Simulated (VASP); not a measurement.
# La (Pm-3m) in VASP: single point with PBEsol

Aim: the single point of La with PBEsol.

Program: VASP 6.6.1. These are calculated values, not measurements. Logs are shortened: lines on timing, memory, paths and dates and some standing lists are left out, and cuts for length are marked.

## (1) The cell of the first run

The structure is cubic, space group Pm-3m (No. 221). Conventional cell: a = 3.760 Å, b = 3.760 Å, c = 3.760 Å, α = 90.00°, β = 90.00°, γ = 90.00°. La (site symmetry m-3m) has 6 La at 3.76 Å within 4.9 Å.

## (2) Single point, PBEsol

Contents of INCAR:

```
ALGO = Normal ; EDIFF = 1E-7
ENCUT = 520 ; GGA = PS
ISIF = 2 ; ISMEAR = -1
LASPH = T ; LCHARG = F
LREAL = F ; LWAVE = F
NBANDS = 12 ; NELM = 80
PREC = Accurate ; SIGMA = 0.1
```

Contents of KPOINTS:

```
k-points
0
Gamma
  8 8 8
```

Contents of POSCAR:

```
La
1.0
    3.7600000000      0.0000000000      0.0000000000
    0.0000000000      3.7600000000      0.0000000000
    0.0000000000      0.0000000000      3.7600000000
La
1
Direct
    0.5000000000      0.5000000000      0.5000000000
```

Potentials or basis: VASP PAW PBE potentials, release 64 (La).

On the command line:

```sh
> cat potpaw_PBE.64/La/POTCAR > POTCAR
> mpirun -np 1 vasp_std > vasp.out
```

OUTCAR:

```text
EDIFF = 1E-7
   ENCUT = 520
   GGA = PS
   ISIF = 2
   ISMEAR = -1
   LASPH = T
   LREAL = F
   NELM = 80
   PREC = Accurate

 ion  position               nearest neighbor table
   1  0.500  0.500  0.500-

  LATTYP: Found a simple cubic cell.
 ALAT       =     3.7600000000

  Lattice vectors:

 A1 = (   3.7600000000,   0.0000000000,   0.0000000000)
 A2 = (   0.0000000000,   3.7600000000,   0.0000000000)
 A3 = (   0.0000000000,   0.0000000000,   3.7600000000)

Analysis of symmetry for initial positions (statically):
=====================================================================
 Subroutine PRICEL returns:
 Original cell was already a primitive cell.

 Routine SETGRP: Setting up the symmetry group for a
 simple cubic supercell.

 Subroutine GETGRP returns: Found 48 space group operations
 (whereof 48 operations were pure point group operations)
 out of a pool of 48 trial point group operations.

The static configuration has the point symmetry O_h .

Analysis of symmetry for dynamics (positions and initial velocities):
=====================================================================
 Subroutine PRICEL returns:
 Original cell was already a primitive cell.

 Routine SETGRP: Setting up the symmetry group for a
 simple cubic supercell.

 Subroutine GETGRP returns: Found 48 space group operations
 (whereof 48 operations were pure point group operations)
 out of a pool of 48 trial point group operations.

The dynamic configuration has the point symmetry O_h .

 Subroutine INISYM returns: Found 48 space group operations
 (whereof 48 operations are pure point group operations),
 and found     1 'primitive' translations

----------------------------------------------------------------------------------------

                                     Primitive cell

  volume of cell :      53.1574

  direct lattice vectors                    reciprocal lattice vectors
     3.760000000  0.000000000  0.000000000     0.265957447  0.000000000  0.000000000
     0.000000000  3.760000000  0.000000000     0.000000000  0.265957447  0.000000000
     0.000000000  0.000000000  3.760000000     0.000000000  0.000000000  0.265957447

  length of vectors
     3.760000000  3.760000000  3.760000000     0.265957447  0.265957447  0.265957447

  position of ions in fractional coordinates (direct lattice)
     0.500000000  0.500000000  0.500000000

  ion indices of the primitive-cell ions
   primitive index   ion index
                 1           1

----------------------------------------------------------------------------------------

 KPOINTS: k-points

Automatic generation of k-mesh.
 Grid dimensions read from file:
 generate k-points for:    8    8    8

 Generating k-lattice:

  Cartesian coordinates                     Fractional coordinates (reciprocal lattice)
     0.033244681  0.000000000  0.000000000     0.125000000  0.000000000  0.000000000
     0.000000000  0.033244681  0.000000000     0.000000000  0.125000000  0.000000000
     0.000000000  0.000000000  0.033244681     0.000000000  0.000000000  0.125000000

  Length of vectors
     0.033244681  0.033244681  0.033244681

  Shift w.r.t. Gamma in fractional coordinates (k-lattice)
     0.000000000  0.000000000  0.000000000

 Subroutine IBZKPT returns following result:
 ===========================================

 Found     35 irreducible k-points:

 Following reciprocal coordinates:
            Coordinates               Weight
  0.000000  0.000000  0.000000      1.000000
  0.125000  0.000000  0.000000      6.000000
  0.250000  0.000000  0.000000      6.000000
  0.375000  0.000000  0.000000      6.000000
  0.500000  0.000000  0.000000      3.000000
  0.125000  0.125000  0.000000     12.000000
[... 16 lines left out ...]
  0.375000  0.375000  0.125000     24.000000
  0.500000  0.375000  0.125000     24.000000
 [... further k-points ...]
   k-points           NKPTS =     35   k-points in BZ     NKDIM =     35   number of bands    NBANDS=     12
   number of dos      NEDOS =    301   number of ions     NIONS =      1
   total plane-waves  NPLWV =  21952
   dimension x,y,z NGX =    28 NGY =   28 NGZ =   28
   dimension x,y,z NGXF=    56 NGYF=   56 NGZF=   56
   ions per type =               1
   NGX,Y,Z   is equivalent  to a cutoff of  12.38, 12.38, 12.38 a.u.
   NGXF,Y,Z  is equivalent  to a cutoff of  24.76, 24.76, 24.76 a.u.
 SYSTEM =  unknown system
   PREC   = accura    normal or accurate (medium, high low for compatibility)
   ISTART =      0    job   : 0-new  1-cont  2-samecut
   ICHARG =      2    charge: 1-file 2-atom 10-const
   ISPIN  =      1    spin polarized calculation?
   LNONCOLLINEAR =      F non collinear calculations
   LSORBIT =      F    spin-orbit coupling
   LASPH  =      T    aspherical Exc in radial PAW
   ENCUT  =  520.0 eV  38.22 Ry    6.18 a.u.   6.99  6.99  6.99*2*pi/ulx,y,z
   NELM   =     80;   NELMIN=  2; NELMDL= -5     # of ELM steps
   EDIFF  = 0.1E-06   stopping-criterion for ELM
   LREAL  =      F    real-space projection
   EDIFFG = 0.1E-05   stopping-criterion for IOM
   NSW    =      0    number of steps for IOM
   IBRION =     -1    ionic relax: 0-MD 1-quasi-New 2-CG
   NFREE  =      0    steps in history (QN), initial steepest desc. (CG)
   ISIF   =      2    stress and relaxation
   ISYM   =      2    0-nonsym 1-usesym 2-fastsym
   POTIM  = 0.5000    time-step for ionic-motion
   TEBEG  =    0.0;   TEEND  =   0.0 temperature during run
   PSTRESS=    0.0 pullay stress
   NELECT =      11.0000    total number of electrons
   NUPDOWN=      -1.0000    fix difference up-down
   EMIN   =  10.00;   EMAX   =-10.00  energy-range for DOS
   EFERMI =   0.00;   METHOD = LEGACY
   ISMEAR =    -1;   SIGMA  =   0.10  broadening in eV -4-tet -1-fermi 0-gaus
   EFERMI_NEDOS =   21; number of points for ismear=-14 and -15
   IALGO  =     38    algorithm
   IMIX   =      4    mixing-type and parameters
     AMIX     =   0.40;   BMIX     =  1.00
     AMIX_MAG =   1.60;   BMIX_MAG =  1.00
  volume/ion in A,a.u.               =      53.16       358.72
  Fermi-wavevector in a.u.,A,eV,Ry     =   0.968318  1.829855 12.757356  0.937639
  Thomas-Fermi vector in A             =   2.098277
   LORBIT       =      0    0 simple, 1 ext, 2 COOP (PROOUT), +10 PAW based schemes
   GGA     = PS    functional components
   LHFCALC =     F    Hartree Fock is set to
   AEXX    =    0.0000 exact exchange contribution
   IVDW    =     0    specifies the selected vdW correction
   LEPSILON=     F    determine dielectric tensor
   LRPA    =     F    only Hartree local field effects (RPA)
 non-spin polarized calculation
  energy-cutoff  :      520.00
  volume of cell :       53.16
 maximum number of plane-waves:      1472
 NGX is ok and might be reduce to    28
   NGX = 13   NGY = 13   NGZ = 13

 number of electron      10.9999997 magnetization

 Free energy of the ion-electron system (eV)
  ---------------------------------------------------
  ext. energy  EPLUGINS =         0.00000000
  ---------------------------------------------------
  free energy    TOTEN  =        -4.42458456 eV

  energy without entropy =       -4.32640337  energy(sigma->0) =       -4.37549397

 E-fermi :   4.6548     XC(G=0):  -8.2580

 val. band max:        4.6540388873   @ k =   0.2500   0.2500   0.0000
 cond. band min:       4.6633615201   @ k =   0.5000   0.2500   0.1250
 fundamental gap:      0.0093226328
 Fermi energy:         4.6547872687

 k-point     1 :       0.0000    0.0000    0.0000
  band No.  band energies     occupation
      1     -28.8325      2.00000
      2     -12.0839      2.00000
      3     -12.0839      2.00000
      4     -12.0839      2.00000
      5       1.7746      2.00000
      6       4.0287      1.99619
      7       4.0287      1.99619
      8       5.8743      0.00001
      9       5.8743      0.00001
     10       5.8743      0.00001
     11       5.9624      0.00000
     12       5.9624      0.00000

 k-point     2 :       0.1250    0.0000    0.0000
  band No.  band energies     occupation
      1     -28.8238      2.00000
      2     -12.1941      2.00000
      3     -12.0746      2.00000
      4     -12.0746      2.00000
      5       2.0163      2.00000
      6       4.0933      1.99274
      7       4.2792      1.95430
      8       5.8535      0.00001
      9       5.8840      0.00001
     10       5.8840      0.00001
     11       5.9258      0.00001
     12       5.9718      0.00000

 k-point     3 :       0.2500    0.0000    0.0000
  band No.  band energies     occupation
      1     -28.8025      2.00000
      2     -12.4488      2.00000
      3     -12.0520      2.00000
      4     -12.0520      2.00000
      5       2.5953      2.00000
      6       4.2640      1.96061
      7       4.9505      0.09877
      8       5.7927      0.00002
      9       5.7981      0.00002
     10       5.9060      0.00001
     11       5.9060      0.00001
     12       6.0106      0.00000
[... 286 lines left out ...]
 k-point    23 :       0.3750    0.3750    0.1250
  band No.  band energies     occupation
      1     -28.7225      2.00000
      2     -12.6034      2.00000
      3     -12.5945      2.00000
      4     -12.0781      2.00000
      5       3.7511      1.99976
      6       4.8452      0.25920
      7       5.6167      0.00013
      8       5.6539      0.00009
      9       5.8081      0.00002
     10       5.8227      0.00002
     11       5.9532      0.00000
     12       6.0653      0.00000

 k-point    24 :       0.5000    0.3750    0.1250
  band No.  band energies     occupation
      1     -28.7138      2.00000
      2     -12.6912      2.00000
      3     -12.5855      2.00000
      4     -12.0684      2.00000
      5       3.6016      1.99995
      6       4.9929      0.06579
      7       5.5267      0.00033
      8       5.6676      0.00008
      9       5.8368      0.00001
     10       5.8643      0.00001
     11       5.9377      0.00001
     12       6.0943      0.00000

 [... further k-points ...]
[... 5 lines left out ...]
  --------------------------------------------------------------------------------------
  -------------------------------------------------------------------------------------
  Total       -1.8419625     -1.8419625     -1.8419625     -0.0000000     -0.0000000      0.0000000
  in kB      -55.5172360    -55.5172360    -55.5172360     -0.0000000     -0.0000000      0.0000000
  external PRESSURE =     -55.5172360 kB  Pullay stress =       0.0000000 kB

 VOLUME and BASIS-vectors are now :
 -----------------------------------------------------------------------------
  energy-cutoff  :      520.00
  volume of cell :       53.16
      direct lattice vectors                 reciprocal lattice vectors
     3.760000000  0.000000000  0.000000000     0.265957447  0.000000000  0.000000000
     0.000000000  3.760000000  0.000000000     0.000000000  0.265957447  0.000000000
     0.000000000  0.000000000  3.760000000     0.000000000  0.000000000  0.265957447

 POSITION                                       TOTAL-FORCE (eV/Angst)
 -----------------------------------------------------------------------------------
      1.88000      1.88000      1.88000         0.000000      0.000000      0.000000
 -----------------------------------------------------------------------------------
    total drift:                               -0.000000      0.000000      0.000000

  FREE ENERGIE OF THE ION-ELECTRON SYSTEM (eV)
  ---------------------------------------------------
  free  energy   TOTEN  =        -4.4245845600 eV

  energy  without entropy=       -4.3264033746  energy(sigma->0) =       -4.37549397
```

It took 20 s on 1 thread of Intel Xeon Platinum 8375C at 2.90GHz (Ice Lake), shared host; peak memory 0.17 GiB.

What came out:

```yaml
Free_energy: -4.4246 eV
Pressure: -5.6 GPa
```

Levels at points of the mesh, in eV from the Fermi level:
| k point | band 4 | band 5 | band 6 | band 7 | band 8 | band 9 |
| --- | --- | --- | --- | --- | --- | --- |
| (0.00, 0.00, 0.00) | -16.74 | -2.88 | -0.63 | -0.63 | 1.22 | 1.22 |
| (0.50, 0.00, 0.00) | -16.67 | -1.07 | -0.09 | 0.61 | 1.01 | 1.27 |
| (0.50, 0.50, 0.00) | -16.61 | -1.35 | 0.12 | 1.02 | 1.02 | 1.25 |
| (0.50, 0.50, 0.50) | -17.26 | -0.45 | -0.45 | -0.45 | 0.97 | 1.21 |

Caveat: the PAW data sets were made with another functional, which shifts forces and pressure a little; spin-orbit coupling is left out, which moves the levels of the heavy elements.
